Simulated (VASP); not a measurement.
Rh, 2 atoms in the cell. Symmetry: P6_3/mmc, No. 194, hexagonal system. The conventional cell has a = 2.753 Å, b = 2.753 Å, c = 4.430 Å, α = 90.00°, β = 90.00°, γ = 120.00°. Within 3.6 Å of Rh (site symmetry -6m2) lie 12 Rh at 2.73 to 2.75 Å. 

```yaml
Program: VASP 6.6.1
Task: single point
Functional: PBE
Potentials_or_basis: VASP PAW PBE potentials, release 64 (Rh_pv)
Cutoff: 520 eV
k_mesh: 16 × 16 × 9
Occupations: fermi-dirac, width 0.1 eV
Spin: no spin polarisation
Dipole_correction: no
Further_INCAR_settings: ALGO = Normal; EDIFF = 1e-06; NBANDS = 22
```

Potentials or basis: VASP PAW PBE potentials, release 64 (Rh_pv).

The run is started by

```bash
$ cat potpaw_PBE.64/Rh_pv/POTCAR > POTCAR
$ mpirun -np 1 vasp_std > vasp.out
```

Hardware: 1 thread of AMD EPYC 7R43 64-Core Processor (Zen 3) (shared host).

**Question.** How long does it take, and how much memory?

**Answer.** Run time: 60 s on 1 thread of AMD EPYC 7R43 64-Core Processor (Zen 3), with other jobs on the host, peak memory 0.15 GiB. Counts: scf iterations 11, k points 150.
